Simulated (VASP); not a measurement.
# GaSb (Immm) in VASP: a series of runs

GaSb is run at these levels: PBE; tasks: single point.

Program: VASP 6.6.1. These are calculated values, not measurements. Logs are shortened: lines on timing, memory, paths and dates and some standing lists are left out, and cuts for length are marked.

## 1. The cell of the first run

It takes space group Immm (No. 71, orthorhombic). Conventional cell: a = 3.388 Å, b = 5.053 Å, c = 5.614 Å, α = 90.00°, β = 90.00°, γ = 90.00°. Within 3.7 Å of Ga (site symmetry mmm) lie 6 Sb at 2.81 to 3.04 Å and 2 Ga at 3.39 Å. Within 3.7 Å of Sb (site symmetry mmm) lie 6 Ga at 2.81 to 3.04 Å and 2 Sb at 3.39 Å.

## 2. Single point, PBE (24.02 Å³/atom)

The input, INCAR:

```
PREC = Accurate
ENCUT = 520
EDIFF = 1E-6
ISMEAR = 0
SIGMA = 0.15
LREAL = False
LASPH = True
NELM = 60
ALGO = Normal
ISIF = 2
LWAVE = False
LCHARG = True
GGA = PE
LELF = True
LVHAR = True
NBANDS = 16
```

The input, KPOINTS:

```
Automatic mesh
0
Gamma
  18 18 18
```

The input, POSCAR:

```
GaSb
1.0
   -1.6939987738      2.5263237550      2.8069021432
    1.6939987738     -2.5263237550      2.8069021432
    1.6939987738      2.5263237550     -2.8069021432
Ga Sb
1 1
Direct
    0.0000000000      0.0000000000      0.0000000000
    0.5000000000      0.5000000000      0.0000000000
```

Potentials or basis: VASP PAW PBE potentials, release 64 (Ga_d, Sb).

On the command line:

```
> cat potpaw_PBE.64/Ga_d/POTCAR potpaw_PBE.64/Sb/POTCAR > POTCAR
> mpirun -np 1 vasp_std > vasp.out
```

OUTCAR:

```text
PREC = Accurate
   ENCUT = 520
   EDIFF = 1E-6
   ISMEAR = 0
   LREAL = False
   LASPH = True
   NELM = 60
   ISIF = 2
   GGA = PE

 ion  position               nearest neighbor table
   1  0.000  0.000  0.000-   2 2.81   2 2.81   2 3.04   2 3.04   2 3.04   2 3.04
   2  0.500  0.500  0.000-   1 2.81   1 2.81   1 3.04   1 3.04   1 3.04   1 3.04

  LATTYP: Found a body centered orthorhombic cell.
 ALAT       =     3.3879975476
 B/A-ratio  =     1.4913374166
 C/A-ratio  =     1.6569682261

  Lattice vectors:

 A1 = (  -1.6939987738,   2.5263237550,   2.8069021432)
 A2 = (   1.6939987738,  -2.5263237550,   2.8069021432)
 A3 = (   1.6939987738,   2.5263237550,  -2.8069021432)

Analysis of symmetry for initial positions (statically):
=====================================================================
 Subroutine PRICEL returns:
 Original cell was already a primitive cell.

 Routine SETGRP: Setting up the symmetry group for a
 body centered orthorhombic supercell.

 Subroutine GETGRP returns: Found  8 space group operations
 (whereof  8 operations were pure point group operations)
 out of a pool of  8 trial point group operations.

The static configuration has the point symmetry D_2h.

Analysis of symmetry for dynamics (positions and initial velocities):
=====================================================================
 Subroutine PRICEL returns:
 Original cell was already a primitive cell.

 Routine SETGRP: Setting up the symmetry group for a
 body centered orthorhombic supercell.

 Subroutine GETGRP returns: Found  8 space group operations
 (whereof  8 operations were pure point group operations)
 out of a pool of  8 trial point group operations.

The dynamic configuration has the point symmetry D_2h.

 Subroutine INISYM returns: Found  8 space group operations
 (whereof  8 operations are pure point group operations),
 and found     1 'primitive' translations

----------------------------------------------------------------------------------------

                                     Primitive cell

  volume of cell :      48.0496

  direct lattice vectors                    reciprocal lattice vectors
    -1.693998774  2.526323755  2.806902143     0.000000000  0.197916043  0.178132323
     1.693998774 -2.526323755  2.806902143     0.295159600  0.000000000  0.178132323
     1.693998774  2.526323755 -2.806902143     0.295159600  0.197916043  0.000000000

  length of vectors
     4.138918120  4.138918120  4.138918120     0.266274078  0.344746739  0.355372972

  position of ions in fractional coordinates (direct lattice)
     0.000000000  0.000000000  0.000000000
     0.500000000  0.500000000  0.000000000

  ion indices of the primitive-cell ions
   primitive index   ion index
                 1           1
                 2           2

----------------------------------------------------------------------------------------

 KPOINTS: Automatic mesh

Automatic generation of k-mesh.
 Grid dimensions read from file:
 generate k-points for:   18   18   18

 Generating k-lattice:

  Cartesian coordinates                     Fractional coordinates (reciprocal lattice)
     0.000000000  0.010995336  0.009896240     0.055555556 -0.000000000  0.000000000
     0.016397756  0.000000000  0.009896240     0.000000000  0.055555556 -0.000000000
     0.016397756  0.010995336  0.000000000     0.000000000 -0.000000000  0.055555556

  Length of vectors
     0.014793004  0.019152597  0.019742943

  Shift w.r.t. Gamma in fractional coordinates (k-lattice)
     0.000000000  0.000000000  0.000000000

 Subroutine IBZKPT returns following result:
 ===========================================

 Found    865 irreducible k-points:

 Following reciprocal coordinates:
            Coordinates               Weight
  0.000000  0.000000  0.000000      1.000000
  0.055556  0.000000  0.000000      4.000000
  0.111111  0.000000  0.000000      4.000000
  0.166667  0.000000 -0.000000      4.000000
  0.222222  0.000000 -0.000000      4.000000
  0.277778  0.000000 -0.000000      4.000000
[... 16 lines left out ...]
 -0.333333  0.055556 -0.000000      8.000000
 -0.277778  0.055556  0.000000      8.000000
 [... further k-points ...]
   k-points           NKPTS =    865   k-points in BZ     NKDIM =    865   number of bands    NBANDS=     16
   number of dos      NEDOS =    301   number of ions     NIONS =      2
   total plane-waves  NPLWV =  32768
   dimension x,y,z NGX =    32 NGY =   32 NGZ =   32
   dimension x,y,z NGXF=    64 NGYF=   64 NGZF=   64
   ions per type =               1   1
   NGX,Y,Z   is equivalent  to a cutoff of  12.85, 12.85, 12.85 a.u.
   NGXF,Y,Z  is equivalent  to a cutoff of  25.71, 25.71, 25.71 a.u.
 SYSTEM =  unknown system
   PREC   = accura    normal or accurate (medium, high low for compatibility)
   ISTART =      0    job   : 0-new  1-cont  2-samecut
   ICHARG =      2    charge: 1-file 2-atom 10-const
   ISPIN  =      1    spin polarized calculation?
   LNONCOLLINEAR =      F non collinear calculations
   LSORBIT =      F    spin-orbit coupling
   LASPH  =      T    aspherical Exc in radial PAW
   ENCUT  =  520.0 eV  38.22 Ry    6.18 a.u.   7.70  7.70  7.70*2*pi/ulx,y,z
   NELM   =     60;   NELMIN=  2; NELMDL= -5     # of ELM steps
   EDIFF  = 0.1E-05   stopping-criterion for ELM
   LREAL  =      F    real-space projection
   EDIFFG = 0.1E-04   stopping-criterion for IOM
   NSW    =      0    number of steps for IOM
   IBRION =     -1    ionic relax: 0-MD 1-quasi-New 2-CG
   NFREE  =      0    steps in history (QN), initial steepest desc. (CG)
   ISIF   =      2    stress and relaxation
   ISYM   =      2    0-nonsym 1-usesym 2-fastsym
   POTIM  = 0.5000    time-step for ionic-motion
   TEBEG  =    0.0;   TEEND  =   0.0 temperature during run
   PSTRESS=    0.0 pullay stress
   NELECT =      18.0000    total number of electrons
   NUPDOWN=      -1.0000    fix difference up-down
   EMIN   =  10.00;   EMAX   =-10.00  energy-range for DOS
   EFERMI =   0.00;   METHOD = LEGACY
   ISMEAR =     0;   SIGMA  =   0.15  broadening in eV -4-tet -1-fermi 0-gaus
   EFERMI_NEDOS =   21; number of points for ismear=-14 and -15
   IALGO  =     38    algorithm
   IMIX   =      4    mixing-type and parameters
     AMIX     =   0.40;   BMIX     =  1.00
     AMIX_MAG =   1.60;   BMIX_MAG =  1.00
[... 32 lines left out ...]
 Fermi energy:         6.5840232134

 k-point     1 :       0.0000    0.0000    0.0000
  band No.  band energies     occupation
      1      -8.3421      2.00000
      2      -8.2898      2.00000
      3      -8.2851      2.00000
      4      -8.2808      2.00000
      5      -8.2619      2.00000
      6      -5.3357      2.00000
[... 8 lines left out ...]
     15      15.2433      0.00000
     16      16.2925      0.00000

 k-point     2 :       0.0556    0.0000    0.0000
  band No.  band energies     occupation
      1      -8.3420      2.00000
      2      -8.2897      2.00000
      3      -8.2857      2.00000
      4      -8.2804      2.00000
      5      -8.2617      2.00000
      6      -5.3058      2.00000
[... 8 lines left out ...]
     15      15.1704      0.00000
     16      16.4194      0.00000

 k-point     3 :       0.1111    0.0000    0.0000
  band No.  band energies     occupation
      1      -8.3417      2.00000
      2      -8.2897      2.00000
      3      -8.2875      2.00000
      4      -8.2793      2.00000
      5      -8.2614      2.00000
      6      -5.2163      2.00000
[... 8 lines left out ...]
     15      14.9514      0.00000
     16      16.7386      0.00000

 k-point     4 :       0.1667    0.0000   -0.0000
  band No.  band energies     occupation
      1      -8.3414      2.00000
      2      -8.2902      2.00000
      3      -8.2898      2.00000
      4      -8.2776      2.00000
      5      -8.2608      2.00000
      6      -5.0684      2.00000
[... 8 lines left out ...]
     15      14.7076      0.00000
     16      17.0780      0.00000

 k-point     5 :       0.2222    0.0000   -0.0000
  band No.  band energies     occupation
      1      -8.3411      2.00000
      2      -8.2934      2.00000
      3      -8.2899      2.00000
      4      -8.2755      2.00000
      5      -8.2601      2.00000
      6      -4.8649      2.00000
[... 8 lines left out ...]
     15      14.5116      0.00000
     16      16.6122      0.00000

 k-point     6 :       0.2778    0.0000   -0.0000
  band No.  band energies     occupation
      1      -8.3410      2.00000
      2      -8.2968      2.00000
      3      -8.2900      2.00000
      4      -8.2733      2.00000
      5      -8.2592      2.00000
      6      -4.6112      2.00000
[... 8 lines left out ...]
     15      14.5045      0.00000
     16      16.0378      0.00000

 k-point     7 :       0.3333   -0.0000    0.0000
  band No.  band energies     occupation
      1      -8.3410      2.00000
      2      -8.2999      2.00000
      3      -8.2903      2.00000
      4      -8.2713      2.00000
      5      -8.2583      2.00000
      6      -4.3188      2.00000
[... 8 lines left out ...]
     15      15.3082      0.00000
     16      15.6360      0.00000

 k-point     8 :       0.3889    0.0000   -0.0000
  band No.  band energies     occupation
      1      -8.3412      2.00000
      2      -8.3023      2.00000
      3      -8.2905      2.00000
      4      -8.2696      2.00000
      5      -8.2575      2.00000
      6      -4.0128      2.00000
[... 8 lines left out ...]
     15      15.1081      0.00000
     16      16.7271      0.00000

 k-point     9 :       0.4444    0.0000   -0.0000
  band No.  band energies     occupation
      1      -8.3413      2.00000
      2      -8.3038      2.00000
      3      -8.2906      2.00000
      4      -8.2686      2.00000
      5      -8.2570      2.00000
      6      -3.7504      2.00000
[... 8 lines left out ...]
     15      14.8580      0.00000
     16      18.0618      0.00000
[... 172 lines left out ...]
 k-point    19 :       0.4444    0.0556   -0.0000
  band No.  band energies     occupation
      1      -8.3391      2.00000
      2      -8.3043      2.00000
      3      -8.2922      2.00000
      4      -8.2680      2.00000
      5      -8.2579      2.00000
      6      -3.6298      2.00000
[... 8 lines left out ...]
     15      15.4156      0.00000
     16      18.6019      0.00000

 k-point    20 :       0.5000    0.0556   -0.0000
  band No.  band energies     occupation
      1      -8.3393      2.00000
      2      -8.3042      2.00000
      3      -8.2923      2.00000
      4      -8.2680      2.00000
      5      -8.2579      2.00000
      6      -3.6173      2.00000
[... 8 lines left out ...]
     15      15.3006      0.00000
     16      18.5135      0.00000

 k-point    21 :      -0.4444    0.0556    0.0000
  band No.  band energies     occupation
      1      -8.3393      2.00000
      2      -8.3031      2.00000
      3      -8.2922      2.00000
      4      -8.2688      2.00000
      5      -8.2581      2.00000
      6      -3.8110      2.00000
[... 8 lines left out ...]
     15      15.2980      0.00000
     16      17.3094      0.00000

 k-point    22 :      -0.3889    0.0556    0.0000
  band No.  band energies     occupation
      1      -8.3393      2.00000
      2      -8.3011      2.00000
      3      -8.2919      2.00000
      4      -8.2702      2.00000
      5      -8.2587      2.00000
      6      -4.1024      2.00000
[... 8 lines left out ...]
     15      15.3845      0.00000
     16      16.1460      0.00000

 k-point    23 :      -0.3333    0.0556   -0.0000
  band No.  band energies     occupation
      1      -8.3392      2.00000
      2      -8.2985      2.00000
      3      -8.2916      2.00000
      4      -8.2720      2.00000
      5      -8.2594      2.00000
      6      -4.4064      2.00000
[... 8 lines left out ...]
     15      15.0596      0.00000
     16      15.8482      0.00000

 k-point    24 :      -0.2778    0.0556    0.0000
  band No.  band energies     occupation
      1      -8.3392      2.00000
      2      -8.2956      2.00000
      3      -8.2911      2.00000
      4      -8.2741      2.00000
      5      -8.2603      2.00000
      6      -4.6833      2.00000
[... 8 lines left out ...]
     15      15.0392      0.00000
     16      16.2167      0.00000

 [... further k-points ...]
[... 5 lines left out ...]
  --------------------------------------------------------------------------------------
  -------------------------------------------------------------------------------------
  Total       -0.5796317     -0.1451835      1.0311344      0.0000000      0.0000000      0.0000000
  in kB      -19.3273961     -4.8410363     34.3824252      0.0000000      0.0000000      0.0000000
  external PRESSURE =       3.4046643 kB  Pullay stress =       0.0000000 kB

 VOLUME and BASIS-vectors are now :
 -----------------------------------------------------------------------------
  energy-cutoff  :      520.00
  volume of cell :       48.05
      direct lattice vectors                 reciprocal lattice vectors
    -1.693998774  2.526323755  2.806902143     0.000000000  0.197916043  0.178132323
     1.693998774 -2.526323755  2.806902143     0.295159600  0.000000000  0.178132323
     1.693998774  2.526323755 -2.806902143     0.295159600  0.197916043  0.000000000

 POSITION                                       TOTAL-FORCE (eV/Angst)
 -----------------------------------------------------------------------------------
      0.00000      0.00000      0.00000         0.000000     -0.000000     -0.000000
      0.00000      0.00000      2.80690        -0.000000      0.000000      0.000000
 -----------------------------------------------------------------------------------
    total drift:                                0.000000      0.000000      0.000000

  FREE ENERGIE OF THE ION-ELECTRON SYSTEM (eV)
  ---------------------------------------------------
  free  energy   TOTEN  =        -6.9609022266 eV

  energy  without entropy=       -6.9518477543  energy(sigma->0) =       -6.95637499
```

Wall time 13 min (1 thread of AMD EPYC, shared host); peak memory 0.71 GiB.

What came out:

```
Free energy            : -6.9609 eV
Pressure               : 0.3 GPa
Band gap on the k mesh : zero (bands 9 and 10 overlap by 5.50 eV)
```

Stress tensor (GPa, compression positive):
```
-1.93  0.00  0.00
 0.00 -0.48  0.00
 0.00  0.00  3.44
```

Levels at points of the mesh, in eV from the Fermi level:
```csv
k point,band 7,band 8,band 9,band 10,band 11,band 12
"(0.00, 0.00, 0.00)",-2.00,-1.52,-1.29,3.60,3.91,6.46
"(0.50, 0.00, 0.00)",-7.93,0.40,2.03,2.95,3.07,3.44
"(0.00, 0.50, 0.00)",-6.53,-1.40,-0.49,0.01,0.94,2.88
"(0.50, 0.50, 0.00)",-5.05,-3.32,-2.27,-1.93,3.18,4.64
"(0.50, 0.50, 0.50)",-5.45,-5.11,-4.49,1.08,5.08,9.12
```

Caveat: the stress differs along the axes, from -2 to 3 GPa; spin-orbit coupling is left out, which moves the levels of the heavy elements.

## 3. Single point, PBE (24.02 Å³/atom)

The input, INCAR:

```
PREC = Accurate
ENCUT = 520
EDIFF = 1E-6
ISMEAR = 0
SIGMA = 0.15
LREAL = F
LASPH = T
NELM = 60
ALGO = Normal
ISIF = 2
LWAVE = F
LCHARG = T
GGA = PE
LELF = T
LVHAR = T
NBANDS = 16
```

The input, KPOINTS:

```
regular mesh
0
Gamma
  18 18 18
```

The input, POSCAR:

```
GaSb
1.0
   -1.5774206602      2.6180129427      2.9087745088
    1.5774206602     -2.6180129427      2.9087745088
    1.5774206602      2.6180129427     -2.9087745088
Ga Sb
1 1
Direct
    0.0000000000      0.0000000000      0.0000000000
    0.5000000000      0.5000000000      0.0000000000
```

Potentials or basis: VASP PAW PBE potentials, release 64 (Ga_d, Sb).

On the command line:

```
> cat potpaw_PBE.64/Ga_d/POTCAR potpaw_PBE.64/Sb/POTCAR > POTCAR
> mpirun -np 1 vasp_std > vasp.out
```

Wall time 14 min (1 thread of AMD EPYC, shared host); peak memory 0.71 GiB.

Results (log left out):

* Free energy: -6.9846 eV
* Pressure: 0.0 GPa
* Band gap on the k mesh: zero (bands 9 and 10 overlap by 5.12 eV)

Stress tensor (GPa, compression positive):
```
 1.01  0.00  0.00
 0.00  0.22  0.00
 0.00  0.00 -1.09
```

Levels at points of the mesh, in eV from the Fermi level:
```csv
k point,band 6,band 7,band 8,band 9,band 10,band 11,band 12,band 13
"(0.00, 0.00, 0.00)",-11.96,-2.99,-2.17,-1.49,3.47,4.96,5.93,7.85
"(0.50, 0.00, 0.00)",-10.51,-8.03,-0.19,1.42,2.36,2.93,4.45,6.65
"(0.00, 0.50, 0.00)",-8.17,-6.14,-1.81,-0.33,-0.31,1.05,2.67,3.50
"(0.50, 0.50, 0.00)",-8.10,-5.06,-3.17,-2.19,-1.77,3.24,4.20,6.77
"(0.50, 0.50, 0.50)",-9.48,-5.79,-5.11,-4.74,2.86,6.70,9.64,10.08
```

Caveat: spin-orbit coupling is left out, which moves the levels of the heavy elements.

## 4. Single point, PBE (20.18 Å³/atom)

This run uses another cell than the first one, of 20.18 Å³/atom.

The input, INCAR:

```
SYSTEM = GaSb
PREC = Accurate ; ENCUT = 520
EDIFF = 1E-7 ; ISMEAR = 0
SIGMA = 0.15 ; LREAL = .FALSE.
LASPH = .TRUE. ; NELM = 60
ALGO = Normal ; ISIF = 2
LWAVE = .FALSE. ; LCHARG = .FALSE.
GGA = PE ; NBANDS = 16
```

The input, KPOINTS:

```
regular mesh
0
G
  18 18 18
  0 0 0
```

The input, POSCAR:

```
GaSb
1.0
   -1.4363360285      2.5145436738      2.7938137433
    1.4363360285     -2.5145436738      2.7938137433
    1.4363360285      2.5145436738     -2.7938137433
Ga Sb
1 1
Direct
    0.0000000000      0.0000000000      0.0000000000
    0.5000000000      0.5000000000      0.0000000000
```

On the command line:

```
> cat potpaw_PBE.64/Ga_d/POTCAR potpaw_PBE.64/Sb/POTCAR > POTCAR
> mpirun -np 1 vasp_std > vasp.out
```

Wall time 4.7 min (1 thread of AMD EPYC 9R45 (Zen 5), shared host); peak memory 0.63 GiB.

It converged, with:

* Free energy: -6.6479 eV
* Pressure: 14.6 GPa
* Band gap on the k mesh: zero (bands 9 and 10 overlap by 6.13 eV)

Stress tensor (GPa, compression positive):
```
20.58  0.00  0.00
 0.00 14.79  0.00
 0.00  0.00  8.41
```

Levels at points of the mesh, in eV from the Fermi level:
| k point | band 6 | band 7 | band 8 | band 9 | band 10 | band 11 | band 12 | band 13 |
| --- | --- | --- | --- | --- | --- | --- | --- | --- |
| (0.00, 0.00, 0.00) | -13.52 | -3.15 | -3.12 | -2.16 | 2.82 | 5.84 | 6.98 | 9.07 |
| (0.50, 0.00, 0.00) | -11.80 | -9.35 | -0.71 | 0.88 | 2.39 | 2.77 | 6.34 | 8.37 |
| (0.00, 0.50, 0.00) | -8.29 | -6.92 | -2.16 | -0.73 | -0.43 | 0.75 | 3.29 | 3.81 |
| (0.50, 0.50, 0.00) | -8.06 | -6.27 | -2.95 | -2.74 | -1.99 | 2.86 | 4.37 | 7.31 |
| (0.50, 0.50, 0.50) | -10.43 | -6.57 | -6.37 | -6.04 | 4.35 | 8.11 | 10.34 | 12.51 |

Caveat: the stress differs along the axes, from 8 to 21 GPa; spin-orbit coupling is left out, which moves the levels of the heavy elements.

## 5. The runs side by side

| cell | gap on the mesh (eV) | pressure (GPa) |
| --- | --- | --- |
| a = 4.139 Å, angles 131.7, 104.8, 94.6°, 2 atoms | none | 0.3 |
| a = 4.219 Å, angles 136.1, 103.3, 92.8°, 2 atoms | none | 0.0 |
| a = 4.024 Å, angles 138.2, 102.6, 92.1°, 2 atoms | none | 14.6 |

Alike in all rows: task single point; level PBE; potentials or basis VASP PAW PBE potentials, release 64 (Ga_d, Sb); no spin polarisation; k mesh 18 × 18 × 18; cutoff (eV) 520; smearing gaussian 0.15 eV.

Caveats: spin-orbit coupling is left out, which moves the levels of the heavy elements; the stress differs along the axes, from -2 to 3 GPa (at least some runs); the stress differs along the axes, from 8 to 21 GPa (at least some runs).

Total energies depend on the potentials used, so only differences within one code and one set of settings carry meaning.
